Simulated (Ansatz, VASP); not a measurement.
# I in VASP and in Ansatz

```
CELL_PARAMETERS angstrom
0.00000 2.65260 2.60059
2.65260 0.00000 2.60059
2.65260 2.65260 0.00000
ATOMIC_POSITIONS crystal
I 0.00000 0.00000 0.00000
```

Change from the starting cell: x and y stretched by +2 %, z held.

Alike in both runs: task single point; functional PBE; k mesh 14 × 14 × 14; occupations fermi-dirac, width 0.08 eV; no spin polarisation.

|  | VASP | Ansatz |
| --- | --- | --- |
| version | VASP 6.6.1 | Ansatz 0.2.0 |
| potentials or method | VASP PAW PBE potentials, release 64 (I), cutoff 520 eV | all-electron LAPW, scalar-relativistic |

|  | VASP | Ansatz | Ansatz less VASP |
| --- | --- | --- | --- |
| pressure (GPa) | -0.8 | -0.8 | +0.05 |
| traceless stress, the component that is largest in VASP (GPa) | -0.29 | -0.29 | -0.003 |

Ansatz ran all-electron here, and VASP with PAW potentials.

Spin-orbit coupling is off throughout.
